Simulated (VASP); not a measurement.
# V (Im-3m) in VASP: relaxation of cell and atoms with PBE

Aim: the relaxation of cell and atoms of V with PBE.

All numbers are computed with VASP 6.6.1; they aren't measurements. Logs are shortened: lines on timing, memory, paths and dates and some standing lists are left out, and cuts for length are marked.

## 1. The cell of the first run

It takes space group Im-3m (No. 229, cubic). Conventional cell: a = 2.924 Å, b = 2.924 Å, c = 2.924 Å, α = 90.00°, β = 90.00°, γ = 90.00°. Within 3.3 Å of V (site symmetry m-3m) lie 14 V at 2.53 to 2.92 Å.

## 2. Relaxation of cell and atoms, PBE, collinear spin, ferromagnetic start

Contents of INCAR:

```
SYSTEM = V
PREC = Accurate ; ENCUT = 600
EDIFF = 1E-6 ; ISMEAR = -1
SIGMA = 0.05 ; LREAL = .False.
LASPH = .True. ; NELM = 150
ALGO = Normal ; ISIF = 3
LWAVE = .False. ; LCHARG = .False.
ISPIN = 2 ; MAGMOM = 1.5
LORBIT = 11 ; LMAXMIX = 4
GGA = PE ; IBRION = 2
NSW = 100 ; EDIFFG = -0.005
```

Contents of KPOINTS:

```
regular mesh
0
Gamma
  16 16 16
  0 0 0
```

Contents of POSCAR:

```
V
1.0
   -1.4617678575      1.4617678575      1.4617678575
    1.4617678575     -1.4617678575      1.4617678575
    1.4617678575      1.4617678575     -1.4617678575
V
1
Direct
    0.0000000000      0.0000000000      0.0000000000
```

Potentials or basis: VASP PAW PBE potentials, release 64 (V_sv).

On the command line:

```bash
$ cat potpaw_PBE.64/V_sv/POTCAR > POTCAR
$ mpirun -np 1 vasp_std > vasp.out
```

OUTCAR:

```text
SYSTEM = V
   PREC = Accurate
   ENCUT = 600
   EDIFF = 1E-6
   ISMEAR = -1
   LREAL = .False.
   LASPH = .True.
   NELM = 150
   ISIF = 3
   ISPIN = 2
   LORBIT = 11
   GGA = PE
   IBRION = 2
   NSW = 100
   EDIFFG = -0.005

 ion  position               nearest neighbor table
   1  0.000  0.000  0.000-

  LATTYP: Found a body centered cubic cell.
 ALAT       =     2.9235357150

  Lattice vectors:

 A1 = (  -1.4617678575,   1.4617678575,   1.4617678575)
 A2 = (   1.4617678575,  -1.4617678575,   1.4617678575)
 A3 = (   1.4617678575,   1.4617678575,  -1.4617678575)

Analysis of symmetry for initial positions (statically):
=====================================================================
 Subroutine PRICEL returns:
 Original cell was already a primitive cell.

 Routine SETGRP: Setting up the symmetry group for a
 body centered cubic supercell.

 Subroutine GETGRP returns: Found 48 space group operations
 (whereof 48 operations were pure point group operations)
 out of a pool of 48 trial point group operations.

The static configuration has the point symmetry O_h .

Analysis of symmetry for dynamics (positions and initial velocities):
=====================================================================
 Subroutine PRICEL returns:
 Original cell was already a primitive cell.

 Routine SETGRP: Setting up the symmetry group for a
 body centered cubic supercell.

 Subroutine GETGRP returns: Found 48 space group operations
 (whereof 48 operations were pure point group operations)
 out of a pool of 48 trial point group operations.

The dynamic configuration has the point symmetry O_h .

Analysis of structural, dynamic, and magnetic symmetry:
=====================================================================
 Subroutine PRICEL returns:
 Original cell was already a primitive cell.

 Routine SETGRP: Setting up the symmetry group for a
 body centered cubic supercell.

 Subroutine GETGRP returns: Found 48 space group operations
 (whereof 48 operations were pure point group operations)
 out of a pool of 48 trial point group operations.

The overall configuration has the point symmetry O_h .

 Subroutine INISYM returns: Found 48 space group operations
 (whereof 48 operations are pure point group operations),
 and found     1 'primitive' translations

----------------------------------------------------------------------------------------

                                     Primitive cell

  volume of cell :      12.4938

  direct lattice vectors                    reciprocal lattice vectors
    -1.461767857  1.461767857  1.461767857     0.000000000  0.342051576  0.342051576
     1.461767857 -1.461767857  1.461767857     0.342051576  0.000000000  0.342051576
     1.461767857  1.461767857 -1.461767857     0.342051576  0.342051576  0.000000000

  length of vectors
     2.531856198  2.531856198  2.531856198     0.483733978  0.483733978  0.483733978

  position of ions in fractional coordinates (direct lattice)
     0.000000000  0.000000000  0.000000000

  ion indices of the primitive-cell ions
   primitive index   ion index
                 1           1

----------------------------------------------------------------------------------------

 KPOINTS: regular mesh

Automatic generation of k-mesh.
 Grid dimensions read from file:
 generate k-points for:   16   16   16

 Generating k-lattice:

  Cartesian coordinates                     Fractional coordinates (reciprocal lattice)
     0.000000000  0.021378224  0.021378224     0.062500000  0.000000000  0.000000000
     0.021378224  0.000000000  0.021378224     0.000000000  0.062500000  0.000000000
     0.021378224  0.021378224  0.000000000     0.000000000  0.000000000  0.062500000

  Length of vectors
     0.030233374  0.030233374  0.030233374

  Shift w.r.t. Gamma in fractional coordinates (k-lattice)
     0.000000000  0.000000000  0.000000000

 Subroutine IBZKPT returns following result:
 ===========================================

 Found    145 irreducible k-points:

 Following reciprocal coordinates:
            Coordinates               Weight
  0.000000  0.000000  0.000000      1.000000
  0.062500  0.000000  0.000000     12.000000
  0.125000  0.000000  0.000000     12.000000
  0.187500  0.000000  0.000000     12.000000
  0.250000  0.000000  0.000000     12.000000
  0.312500  0.000000  0.000000     12.000000
[... 16 lines left out ...]
  0.187500  0.187500  0.000000     24.000000
  0.250000  0.187500  0.000000     48.000000
 [... further k-points ...]
   k-points           NKPTS =    145   k-points in BZ     NKDIM =    145   number of bands    NBANDS=     11
   number of dos      NEDOS =    301   number of ions     NIONS =      1
   total plane-waves  NPLWV =   8000
   dimension x,y,z NGX =    20 NGY =   20 NGZ =   20
   dimension x,y,z NGXF=    40 NGYF=   40 NGZF=   40
   ions per type =               1
   NGX,Y,Z   is equivalent  to a cutoff of  13.13, 13.13, 13.13 a.u.
   NGXF,Y,Z  is equivalent  to a cutoff of  26.26, 26.26, 26.26 a.u.
 SYSTEM =  V
   PREC   = accura    normal or accurate (medium, high low for compatibility)
   ISTART =      0    job   : 0-new  1-cont  2-samecut
   ICHARG =      2    charge: 1-file 2-atom 10-const
   ISPIN  =      2    spin polarized calculation?
   LNONCOLLINEAR =      F non collinear calculations
   LSORBIT =      F    spin-orbit coupling
   LASPH  =      T    aspherical Exc in radial PAW
   ENCUT  =  600.0 eV  44.10 Ry    6.64 a.u.   5.06  5.06  5.06*2*pi/ulx,y,z
   NELM   =    150;   NELMIN=  2; NELMDL= -5     # of ELM steps
   EDIFF  = 0.1E-05   stopping-criterion for ELM
   LREAL  =      F    real-space projection
   EDIFFG = -.5E-02   stopping-criterion for IOM
   NSW    =    100    number of steps for IOM
   IBRION =      2    ionic relax: 0-MD 1-quasi-New 2-CG
   NFREE  =      1    steps in history (QN), initial steepest desc. (CG)
   ISIF   =      3    stress and relaxation
   ISYM   =      2    0-nonsym 1-usesym 2-fastsym
   POTIM  = 0.5000    time-step for ionic-motion
   TEBEG  =    0.0;   TEEND  =   0.0 temperature during run
   PSTRESS=    0.0 pullay stress
   NELECT =      13.0000    total number of electrons
   NUPDOWN=      -1.0000    fix difference up-down
   EMIN   =  10.00;   EMAX   =-10.00  energy-range for DOS
   EFERMI =   0.00;   METHOD = LEGACY
   ISMEAR =    -1;   SIGMA  =   0.05  broadening in eV -4-tet -1-fermi 0-gaus
   EFERMI_NEDOS =   21; number of points for ismear=-14 and -15
   IALGO  =     38    algorithm
   IMIX   =      4    mixing-type and parameters
     AMIX     =   0.40;   BMIX     =  1.00
     AMIX_MAG =   1.60;   BMIX_MAG =  1.00
  volume/ion in A,a.u.               =      12.49        84.31
  Fermi-wavevector in a.u.,A,eV,Ry     =   1.658915  3.134895 37.443232  2.752000
  Thomas-Fermi vector in A             =   2.746414
   LORBIT       =     11    0 simple, 1 ext, 2 COOP (PROOUT), +10 PAW based schemes
   GGA     = PE    functional components
   LHFCALC =     F    Hartree Fock is set to
   AEXX    =    0.0000 exact exchange contribution
   IVDW    =     0    specifies the selected vdW correction
   LEPSILON=     F    determine dielectric tensor
   LRPA    =     F    only Hartree local field effects (RPA)
 conjugate gradient relaxation of ions
 spin polarized calculation
  energy-cutoff  :      600.00
  volume of cell :       12.49
 maximum number of plane-waves:       430
   NGX = 11   NGY = 11   NGZ = 11

--------------------------------------- Ionic step        1  -------------------------------------------

 number of electron      13.0000011 magnetization       0.0007853

 number of electron      13.0000011 magnetization      -0.0000840

 Free energy of the ion-electron system (eV)
  ---------------------------------------------------
  ext. energy  EPLUGINS =         0.00000000
  ---------------------------------------------------
  free energy    TOTEN  =        -8.94991624 eV

  energy without entropy =       -8.93510719  energy(sigma->0) =       -8.94251172

 E-fermi :  10.6877     XC(G=0): -13.3171

 val. band max:       10.6870827212   @ k =   0.3750   0.1875   0.0625
 cond. band min:      10.6888410001   @ k =   0.3125   0.1250  -0.0000
 fundamental gap:      0.0017582789
 Fermi energy:        10.6877073249

 spin component 1

 k-point     1 :       0.0000    0.0000    0.0000
  band No.  band energies     occupation
      1     -52.9586      1.00000
      2     -26.1221      1.00000
      3     -26.1221      1.00000
      4     -26.1221      1.00000
      5       3.9404      1.00000
      6      11.1025      0.00025
      7      11.1025      0.00025
      8      11.1025      0.00025
      9      13.3099      0.00000
     10      13.3099      0.00000
     11      31.7548      0.00000

 k-point     2 :       0.0625    0.0000    0.0000
  band No.  band energies     occupation
      1     -52.9486      1.00000
      2     -26.1676      1.00000
      3     -26.1357      1.00000
      4     -26.1225      1.00000
      5       4.1099      1.00000
      6      11.0271      0.00113
      7      11.0863      0.00034
      8      11.2272      0.00002
      9      13.2214      0.00000
     10      13.3146      0.00000
     11      31.5285      0.00000
[... 733 lines left out ...]
 VOLUME and BASIS-vectors are now :
 -----------------------------------------------------------------------------
  energy-cutoff  :      600.00
  volume of cell :       13.51
      direct lattice vectors                 reciprocal lattice vectors
    -1.500453880  1.500453880  1.500453880     0.000000000  0.333232502  0.333232502
     1.500453880 -1.500453880  1.500453880     0.333232502  0.000000000  0.333232502
     1.500453880  1.500453880 -1.500453880     0.333232502  0.333232502  0.000000000

 POSITION                                       TOTAL-FORCE (eV/Angst)
 -----------------------------------------------------------------------------------
      0.00000     -0.00000      0.00000        -0.000000      0.000000     -0.000000
 -----------------------------------------------------------------------------------
    total drift:                                0.000000     -0.000000     -0.000000

  FREE ENERGIE OF THE ION-ELECTRON SYSTEM (eV)
  ---------------------------------------------------
  free  energy   TOTEN  =        -8.9963391881 eV

  energy  without entropy=       -8.9797721057  energy(sigma->0) =       -8.98805565

--------------------------------------- Ionic step        4  -------------------------------------------

 number of electron      12.9999990 magnetization       0.0000003

 number of electron      12.9999990 magnetization      -0.0000004

 Free energy of the ion-electron system (eV)
  ---------------------------------------------------
  ext. energy  EPLUGINS =         0.00000000
  ---------------------------------------------------
  free energy    TOTEN  =        -8.99636010 eV

  energy without entropy =       -8.97981388  energy(sigma->0) =       -8.98808699

 E-fermi :   9.6868     XC(G=0): -12.8967

 val. band max:        9.6759112831   @ k =   0.3750   0.1875   0.0000
 cond. band min:       9.6943970741   @ k =  -0.2500   0.2500   0.1250
 fundamental gap:      0.0184857909
 Fermi energy:         9.6868270358

 spin component 1

 k-point     1 :       0.0000    0.0000    0.0000
  band No.  band energies     occupation
      1     -54.0407      1.00000
      2     -27.3437      1.00000
      3     -27.3437      1.00000
      4     -27.3437      1.00000
      5       3.1038      1.00000
      6      10.0944      0.00029
      7      10.0944      0.00029
      8      10.0944      0.00029
      9      12.0995      0.00000
     10      12.0995      0.00000
     11      30.1614      0.00000

 k-point     2 :       0.0625    0.0000    0.0000
  band No.  band energies     occupation
      1     -54.0333      1.00000
      2     -27.3792      1.00000
      3     -27.3545      1.00000
      4     -27.3439      1.00000
      5       3.2616      1.00000
      6      10.0274      0.00110
      7      10.0802      0.00038
      8      10.2066      0.00003
      9      12.0222      0.00000
     10      12.1038      0.00000
     11      29.8789      0.00000
[... 661 lines left out ...]
 VOLUME and BASIS-vectors are now :
 -----------------------------------------------------------------------------
  energy-cutoff  :      600.00
  volume of cell :       13.49
      direct lattice vectors                 reciprocal lattice vectors
    -1.499680159  1.499680159  1.499680159     0.000000000  0.333404424  0.333404424
     1.499680159 -1.499680159  1.499680159     0.333404424  0.000000000  0.333404424
     1.499680159  1.499680159 -1.499680159     0.333404424  0.333404424  0.000000000

 POSITION                                       TOTAL-FORCE (eV/Angst)
 -----------------------------------------------------------------------------------
      0.00000     -0.00000      0.00000         0.000000     -0.000000     -0.000000
 -----------------------------------------------------------------------------------
    total drift:                                0.000000     -0.000000      0.000000

  FREE ENERGIE OF THE ION-ELECTRON SYSTEM (eV)
  ---------------------------------------------------
  free  energy   TOTEN  =        -8.9963600994 eV

  energy  without entropy=       -8.9798138839  energy(sigma->0) =       -8.98808699

 reached required accuracy - stopping structural energy minimisation

 total charge

# of ion       s       p       d       tot
------------------------------------------
    1        2.341   6.223   3.084  11.647

 magnetization (x)

# of ion       s       p       d       tot
------------------------------------------
    1       -0.000  -0.000   0.000  -0.000
```

Run time: 2.7 min. Hardware: 1 thread of Intel Xeon 8259CL, shared host; peak memory 0.17 GiB.

What came out:

| Quantity | Value |
| --- | --- |
| Free energy | -8.9964 eV |
| Relaxed volume | 13.49 Å³/atom |
| Relaxed cell | a = 2.598 Å, b = 2.598 Å, c = 2.598 Å, α = 109.47°, β = 109.47°, γ = 109.47° |
| Space group after relaxing (to 0.1 Å) | Im-3m (No. 229) |
| Energy gained by relaxing | 46.4 meV/atom |
| Ionic steps | 4 |
| Pressure after relaxing | 0.0 GPa |
| Net moment | 0.00 μB per cell |
| Valence electrons inside the program's atomic spheres | V 11.65 |

The path:
```
step  energy change (eV)  largest force (eV/Å)  pressure (GPa)  volume (Å³)
   1              0.0000                0.0000           15.87        12.49
   2              0.0213                0.0000          -14.63        14.87
   3             -0.0464                0.0000           -0.23        13.51
   4             -0.0464                0.0000           -0.01        13.49
```

Final structure:
```yaml
crystal:
  lattice:
    - [-1.49968, 1.49968, 1.49968]
    - [1.49968, -1.49968, 1.49968]
    - [1.49968, 1.49968, -1.49968]
  atoms:
    - { symbol: V, position: [0.00000, 0.00000, 0.00000] }
```

Levels at points of the mesh, in eV from the Fermi level:
Spin up:
| k point | band 2 | band 3 | band 4 | band 5 | band 6 | band 7 | band 8 | band 9 | band 10 | band 11 |
| --- | --- | --- | --- | --- | --- | --- | --- | --- | --- | --- |
| (0.00, 0.00, 0.00) | -37.03 | -37.03 | -37.03 | -6.58 | 0.41 | 0.41 | 0.41 | 2.41 | 2.41 | 20.47 |
| (0.50, 0.00, 0.00) | -37.92 | -37.31 | -37.04 | -3.17 | -1.13 | 1.63 | 2.41 | 2.77 | 4.10 | 10.15 |
| (0.50, 0.50, 0.50) | -37.64 | -37.64 | -37.64 | -2.99 | -2.99 | 3.71 | 3.71 | 3.71 | 10.19 | 10.19 |
Spin down:
```
           k point  band 3  band 4  band 5  band 6  band 7  band 8  band 9  band 10
(0.00, 0.00, 0.00)  -37.03  -37.03   -6.58    0.41    0.41    0.41    2.41     2.41
(0.50, 0.00, 0.00)  -37.31  -37.04   -3.17   -1.13    1.63    2.41    2.77     4.10
(0.50, 0.50, 0.50)  -37.64  -37.64   -2.99   -2.99    3.71    3.71    3.71    10.19
```

Caveat: the moments typed at the start vanished in this run.
